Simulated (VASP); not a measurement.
# Ru (P6_3/mmc) in VASP: notebook

Ru is run at these levels: r2SCAN; tasks: single point, relaxation of volume and atoms at fixed shape.

Everything below comes from runs of VASP 6.6.1. Logs are shortened: lines on timing, memory, paths and dates and some standing lists are left out, and cuts for length are marked.

### Step 1. The cell of the first run

It takes space group P6_3/mmc (No. 194, hexagonal). Conventional cell: a = 2.700 Å, b = 2.700 Å, c = 4.273 Å, α = 90.00°, β = 90.00°, γ = 120.00°. Within 3.5 Å of Ru (site symmetry -6m2) lie 12 Ru at 2.64 to 2.70 Å.

### Step 2. Single point, r2SCAN

File POSCAR:

```
Ru
1.0
    2.7003540273      0.0000000000      0.0000000000
   -1.3501770136      2.3385751868      0.0000000000
    0.0000000000      0.0000000000      4.2732818033
Ru
2
Direct
    0.3333333333      0.6666666667      0.2500000000
    0.6666666667      0.3333333333      0.7500000000
```

File INCAR.step1:

```
ALGO = Normal
EDIFF = 1E-4
ENCUT = 520
GGA = PE
ISMEAR = 1
LASPH = True
LCHARG = False
LREAL = False
LWAVE = True
NBANDS = 21
NELM = 100
PREC = Accurate
SIGMA = 0.1
```

File INCAR.step2:

```
ALGO = Normal
EDIFF = 1E-6
ENCUT = 520
ISIF = 2
ISMEAR = 1
ISTART = 1
LASPH = True
LCHARG = False
LMIXTAU = True
LREAL = False
LWAVE = False
METAGGA = R2SCAN
NBANDS = 21
NELM = 100
PREC = Accurate
SIGMA = 0.1
```

File KPOINTS:

```
k-points
0
Gamma
  14 14 8
```

Potentials or basis: VASP PAW PBE potentials, release 64 (Ru_pv).

Command:

```console
> cat potpaw_PBE.64/Ru_pv/POTCAR > POTCAR
> cp INCAR.step1 INCAR
> mpirun -np 1 vasp_std > vasp.out
> cp INCAR.step2 INCAR
> mpirun -np 1 vasp_std > vasp.out
```

OUTCAR:

```text
EDIFF = 1E-6
   ENCUT = 520
   ISIF = 2
   ISMEAR = 1
   ISTART = 1
   LASPH = True
   LREAL = False
   METAGGA = R2SCAN
   NELM = 100
   PREC = Accurate

 ion  position               nearest neighbor table
   1  0.333  0.667  0.250-   2 2.64   2 2.64   2 2.64   2 2.64   2 2.64   2 2.64
   2  0.667  0.333  0.750-   1 2.64   1 2.64   1 2.64   1 2.64   1 2.64   1 2.64

  LATTYP: Found a hexagonal cell.
 ALAT       =     2.7003540273
 C/A-ratio  =     1.5824894662

  Lattice vectors:

 A1 = (   2.7003540273,   0.0000000000,   0.0000000000)
 A2 = (  -1.3501770136,   2.3385751868,   0.0000000000)
 A3 = (   0.0000000000,   0.0000000000,   4.2732818033)

Analysis of symmetry for initial positions (statically):
=====================================================================
 Subroutine PRICEL returns:
 Original cell was already a primitive cell.

 Routine SETGRP: Setting up the symmetry group for a
 hexagonal supercell.

 Subroutine GETGRP returns: Found 24 space group operations
 (whereof 12 operations were pure point group operations)
 out of a pool of 24 trial point group operations.

The static configuration has the point symmetry D_3d.
 The point group associated with its full space group is D_6h.

Analysis of symmetry for dynamics (positions and initial velocities):
=====================================================================
 Subroutine PRICEL returns:
 Original cell was already a primitive cell.

 Routine SETGRP: Setting up the symmetry group for a
 hexagonal supercell.

 Subroutine GETGRP returns: Found 24 space group operations
 (whereof 12 operations were pure point group operations)
 out of a pool of 24 trial point group operations.

The dynamic configuration has the point symmetry D_3d.
 The point group associated with its full space group is D_6h.

 Subroutine INISYM returns: Found 24 space group operations
 (whereof 12 operations are pure point group operations),
 and found     1 'primitive' translations

----------------------------------------------------------------------------------------

                                     Primitive cell

  volume of cell :      26.9857

  direct lattice vectors                    reciprocal lattice vectors
     2.700354027  0.000000000  0.000000000     0.370321813  0.213805399  0.000000000
    -1.350177014  2.338575187  0.000000000     0.000000000  0.427610797  0.000000000
     0.000000000  0.000000000  4.273281803     0.000000000  0.000000000  0.234012182

  length of vectors
     2.700354027  2.700354027  4.273281803     0.427610797  0.427610797  0.234012182

  position of ions in fractional coordinates (direct lattice)
     0.333333333  0.666666667  0.250000000
     0.666666667  0.333333333  0.750000000

  ion indices of the primitive-cell ions
   primitive index   ion index
                 1           1
                 2           2

----------------------------------------------------------------------------------------

 KPOINTS: k-points

Automatic generation of k-mesh.
 Grid dimensions read from file:
 generate k-points for:   14   14    8

 Generating k-lattice:

  Cartesian coordinates                     Fractional coordinates (reciprocal lattice)
     0.026451558  0.015271814  0.000000000     0.071428571  0.000000000  0.000000000
     0.000000000  0.030543628  0.000000000     0.000000000  0.071428571  0.000000000
     0.000000000  0.000000000  0.029251523     0.000000000  0.000000000  0.125000000

  Length of vectors
     0.030543628  0.030543628  0.029251523

  Shift w.r.t. Gamma in fractional coordinates (k-lattice)
     0.000000000  0.000000000  0.000000000

 Subroutine IBZKPT returns following result:
 ===========================================

 Found    120 irreducible k-points:

 Following reciprocal coordinates:
            Coordinates               Weight
  0.000000  0.000000  0.000000      1.000000
  0.071429  0.000000  0.000000      6.000000
  0.142857  0.000000  0.000000      6.000000
  0.214286  0.000000  0.000000      6.000000
  0.285714  0.000000  0.000000      6.000000
  0.357143  0.000000  0.000000      6.000000
[... 16 lines left out ...]
  0.285714  0.285714  0.000000      6.000000
  0.357143  0.285714  0.000000      6.000000
 [... further k-points ...]
   k-points           NKPTS =    120   k-points in BZ     NKDIM =    120   number of bands    NBANDS=     21
   number of dos      NEDOS =    301   number of ions     NIONS =      2
   total plane-waves  NPLWV =  12800
   dimension x,y,z NGX =    20 NGY =   20 NGZ =   32
   dimension x,y,z NGXF=    40 NGYF=   40 NGZF=   64
   ions per type =               2
   NGX,Y,Z   is equivalent  to a cutoff of  12.31, 12.31, 12.45 a.u.
   NGXF,Y,Z  is equivalent  to a cutoff of  24.63, 24.63, 24.90 a.u.
 SYSTEM =  unknown system
   PREC   = accura    normal or accurate (medium, high low for compatibility)
   ISTART =      1    job   : 0-new  1-cont  2-samecut
   ICHARG =      0    charge: 1-file 2-atom 10-const
   ISPIN  =      1    spin polarized calculation?
   LNONCOLLINEAR =      F non collinear calculations
   LSORBIT =      F    spin-orbit coupling
   LASPH  =      T    aspherical Exc in radial PAW
   ENCUT  =  520.0 eV  38.22 Ry    6.18 a.u.   5.02  5.02  7.95*2*pi/ulx,y,z
   NELM   =    100;   NELMIN=  2; NELMDL=  0     # of ELM steps
   EDIFF  = 0.1E-05   stopping-criterion for ELM
   LREAL  =      F    real-space projection
   EDIFFG = 0.1E-04   stopping-criterion for IOM
   NSW    =      0    number of steps for IOM
   IBRION =     -1    ionic relax: 0-MD 1-quasi-New 2-CG
   NFREE  =      0    steps in history (QN), initial steepest desc. (CG)
   ISIF   =      2    stress and relaxation
   ISYM   =      2    0-nonsym 1-usesym 2-fastsym
   POTIM  = 0.5000    time-step for ionic-motion
   TEBEG  =    0.0;   TEEND  =   0.0 temperature during run
   PSTRESS=    0.0 pullay stress
   NELECT =      28.0000    total number of electrons
   NUPDOWN=      -1.0000    fix difference up-down
   EMIN   =  10.00;   EMAX   =-10.00  energy-range for DOS
   EFERMI =   0.00;   METHOD = LEGACY
   ISMEAR =     1;   SIGMA  =   0.10  broadening in eV -4-tet -1-fermi 0-gaus
   EFERMI_NEDOS =   21; number of points for ismear=-14 and -15
   IALGO  =     38    algorithm
   IMIX   =      4    mixing-type and parameters
     AMIX     =   0.40;   BMIX     =  1.00
     AMIX_MAG =   1.60;   BMIX_MAG =  1.00
  volume/ion in A,a.u.               =      13.49        91.05
  Fermi-wavevector in a.u.,A,eV,Ry     =   1.657358  3.131952 37.372964  2.746835
  Thomas-Fermi vector in A             =   2.745125
   LORBIT       =      0    0 simple, 1 ext, 2 COOP (PROOUT), +10 PAW based schemes
   METAGGA = R2SCAN    functional components
   LHFCALC =     F    Hartree Fock is set to
   AEXX    =    0.0000 exact exchange contribution
   IVDW    =     0    specifies the selected vdW correction
   LEPSILON=     F    determine dielectric tensor
   LRPA    =     F    only Hartree local field effects (RPA)
 non-spin polarized calculation
 Methfessel and Paxton  Order N= 1 SIGMA  =   0.10
  energy-cutoff  :      520.00
  volume of cell :       26.99
 maximum number of plane-waves:       746
 NGX is ok and might be reduce to    20
   NGX =  9   NGY =  9   NGZ = 15

 number of electron      28.0000005 magnetization

 Free energy of the ion-electron system (eV)
  ---------------------------------------------------
  ext. energy  EPLUGINS =         0.00000000
  ---------------------------------------------------
  free energy    TOTEN  =       -50.84926571 eV

  energy without entropy =      -50.84791233  energy(sigma->0) =      -50.84881458

 E-fermi :  12.8229     XC(G=0): -15.4524

 val. band max:       12.8180449662   @ k =   0.0000   0.0000   0.3750
 cond. band min:      12.8434382562   @ k =   0.2857   0.1429   0.0000
 fundamental gap:      0.0253932900
 Fermi energy:        12.8228888763

 k-point     1 :       0.0000    0.0000    0.0000
  band No.  band energies     occupation
      1     -32.2748      2.00000
      2     -31.2416      2.00000
      3     -31.2416      2.00000
      4     -31.0552      2.00000
      5     -31.0552      2.00000
      6     -31.0165      2.00000
[... 13 lines left out ...]
     20      21.2441      0.00000
     21      23.7519      0.00000

 k-point     2 :       0.0714    0.0000    0.0000
  band No.  band energies     occupation
      1     -32.2556      2.00000
      2     -31.2825      2.00000
      3     -31.2554      2.00000
      4     -31.0979      2.00000
      5     -31.0607      2.00000
      6     -31.0254      2.00000
[... 13 lines left out ...]
     20      21.2441      0.00000
     21      23.7207      0.00000

 k-point     3 :       0.1429    0.0000    0.0000
  band No.  band energies     occupation
      1     -32.2000      2.00000
      2     -31.3970      2.00000
      3     -31.2929      2.00000
      4     -31.2157      2.00000
      5     -31.0770      2.00000
      6     -31.0520      2.00000
[... 13 lines left out ...]
     20      21.2441      0.00000
     21      23.6208      0.00000

 k-point     4 :       0.2143    0.0000    0.0000
  band No.  band energies     occupation
      1     -32.1136      2.00000
      2     -31.5625      2.00000
      3     -31.3810      2.00000
      4     -31.3452      2.00000
      5     -31.1022      2.00000
      6     -31.0963      2.00000
[... 13 lines left out ...]
     20      21.2441      0.00000
     21      23.4633      0.00000

 k-point     5 :       0.2857    0.0000    0.0000
  band No.  band energies     occupation
      1     -32.0057      2.00000
      2     -31.7460      2.00000
      3     -31.5582      2.00000
      4     -31.4012      2.00000
      5     -31.1574      2.00000
      6     -31.1316      2.00000
[... 13 lines left out ...]
     20      21.5546      0.00000
     21      23.2923      0.00000
[... 382 lines left out ...]
     20      22.4250      0.00000
     21      23.9310      0.00000

 k-point    22 :       0.3571    0.2143    0.0000
  band No.  band energies     occupation
      1     -31.9633      2.00000
      2     -31.7723      2.00000
      3     -31.6617      2.00000
      4     -31.6416      2.00000
      5     -31.4025      2.00000
      6     -31.3891      2.00000
[... 13 lines left out ...]
     20      21.2442      0.00000
     21      23.1452      0.00000

 k-point    23 :       0.2857    0.2857    0.0000
  band No.  band energies     occupation
      1     -31.9204      2.00000
      2     -31.7801      2.00000
      3     -31.6461      2.00000
      4     -31.6420      2.00000
      5     -31.4486      2.00000
      6     -31.4157      2.00000
[... 13 lines left out ...]
     20      21.4549      0.00000
     21      22.0419      0.00000

 k-point    24 :       0.3571    0.2857    0.0000
  band No.  band energies     occupation
      1     -31.9238      2.00000
      2     -31.7234      2.00000
      3     -31.7185      2.00000
      4     -31.5784      2.00000
      5     -31.4881      2.00000
      6     -31.4767      2.00000
[... 13 lines left out ...]
     20      21.2442      0.00000
     21      21.4404      0.00000

 [... further k-points ...]

------------------------ aborting loop because EDIFF is reached ----------------------------------------

  FORCE on cell =-STRESS in cart. coord.  units (eV):
  Direction    XX          YY          ZZ          XY          YZ          ZX
  --------------------------------------------------------------------------------------
  -------------------------------------------------------------------------------------
  Total        0.3838895      0.3838895     -0.0064772      0.0000000      0.0000000      0.0000000
  in kB       22.7920433     22.7920433     -0.3845626      0.0000000      0.0000000      0.0000000
  external PRESSURE =      15.0665080 kB  Pullay stress =       0.0000000 kB

 VOLUME and BASIS-vectors are now :
 -----------------------------------------------------------------------------
  energy-cutoff  :      520.00
  volume of cell :       26.99
      direct lattice vectors                 reciprocal lattice vectors
     2.700354027  0.000000000  0.000000000     0.370321813  0.213805399  0.000000000
    -1.350177014  2.338575187  0.000000000     0.000000000  0.427610797  0.000000000
     0.000000000  0.000000000  4.273281803     0.000000000  0.000000000  0.234012182

 POSITION                                       TOTAL-FORCE (eV/Angst)
 -----------------------------------------------------------------------------------
     -0.00000      1.55905      1.06832         0.000000      0.000000      0.000000
      1.35018      0.77953      3.20496        -0.000000      0.000000      0.000000
 -----------------------------------------------------------------------------------
    total drift:                                0.000000     -0.000000      0.000000

  FREE ENERGIE OF THE ION-ELECTRON SYSTEM (eV)
  ---------------------------------------------------
  free  energy   TOTEN  =       -50.8492657072 eV

  energy  without entropy=      -50.8479123320  energy(sigma->0) =      -50.84881458
```

It took 97 s on 1 thread of Intel Xeon 6975P-C (Granite Rapids), shared host; peak memory 0.17 GiB.

Results:

* Free energy: -50.8493 eV
* Pressure: 1.5 GPa
* Band gap on the k mesh: zero (bands 14 and 15 overlap by 3.30 eV)

Caveat: an empty level that is flat over the whole mesh can mark a ghost state of the potentials, or a narrow d or f band; the PAW data sets were made with another functional, which shifts forces and pressure a little.

### Step 3. Relaxation of volume and atoms at fixed shape, r2SCAN

This run uses another cell than the first one, of 13.57 Å³/atom.

File POSCAR:

```
Ru
1.0
    2.7058000000      0.0000000000      0.0000000000
   -1.3529000000      2.3432915400      0.0000000000
    0.0000000000      0.0000000000      4.2819000000
Ru
2
Direct
    0.3333333333      0.6666666667      0.2500000000
    0.6666666667      0.3333333333      0.7500000000
```

File INCAR.step1:

```
  ALGO = Normal
  EDIFF = 1E-4
  ENCUT = 600
  GGA = PE
  ISMEAR = 1
  LASPH = T
  LCHARG = F
  LREAL = F
  LWAVE = T
  NELM = 60
  PREC = Accurate
  SIGMA = 0.1
```

File INCAR.step2:

```
  ALGO = Normal
  EDIFF = 1E-6
  EDIFFG = -0.01
  ENCUT = 600
  IBRION = 2
  ISIF = 8
  ISMEAR = 1
  ISTART = 1
  LASPH = T
  LCHARG = F
  LMIXTAU = T
  LREAL = F
  LWAVE = F
  METAGGA = R2SCAN
  NELM = 60
  NSW = 80
  PREC = Accurate
  SIGMA = 0.1
```

KPOINTS is that of step 2.

Potentials or basis: VASP PAW PBE potentials, release 64 (Ru_pv).

Command:

```console
> cat potpaw_PBE.64/Ru_pv/POTCAR > POTCAR
> cp INCAR.step1 INCAR
> mpirun -np 1 vasp_std > vasp.out
> cp INCAR.step2 INCAR
> mpirun -np 1 vasp_std > vasp.out
```

Run time: 3.9 min. Hardware: 1 thread of Intel Xeon 6975P-C (Granite Rapids), shared host; peak memory 0.2 GiB.

It converged, with:

```
Free energy                           : -50.8475 eV
Relaxed volume                        : 13.55 Å³/atom
Relaxed cell                          : a = 2.704 Å, b = 2.704 Å, c = 4.280 Å, α = 90.00°, β = 90.00°, γ = 120.00°
Space group after relaxing (to 0.1 Å) : P6_3/mmc (No. 194)
Energy gained by relaxing             : 0.0 meV/atom
Ionic steps                           : 3
Pressure after relaxing               : 0.0 GPa
Band gap on the k mesh                : zero (bands 14 and 15 overlap by 3.28 eV)
```

Stress tensor (GPa, compression positive):
```
 0.80  0.00  0.00
 0.00  0.80  0.00
 0.00  0.00 -1.59
```

Final structure:
```
CELL_PARAMETERS angstrom
2.70434 0.00000 0.00000
-1.35217 2.34202 0.00000
0.00000 0.00000 4.27959
ATOMIC_POSITIONS crystal
Ru 0.33333 0.66667 0.25000
Ru 0.66667 0.33333 0.75000
```

Levels at points of the mesh, in eV from the Fermi level:
```csv
k point,band 12,band 13,band 14,band 15,band 16,band 17
"(0.00, 0.00, 0.00)",-1.98,-1.98,-1.45,-1.45,1.25,1.25
"(0.50, 0.00, 0.00)",-1.85,-1.57,1.51,1.94,2.01,4.26
"(0.00, 0.00, 0.50)",-2.87,-2.82,-2.82,0.58,0.58,0.58
"(0.50, 0.00, 0.50)",-1.09,0.48,0.48,1.77,1.77,3.57
```

Caveat: the PAW data sets were made with another functional, which shifts forces and pressure a little.

The gap in the log of VASP goes by the Fermi energy; the results here count the filled bands.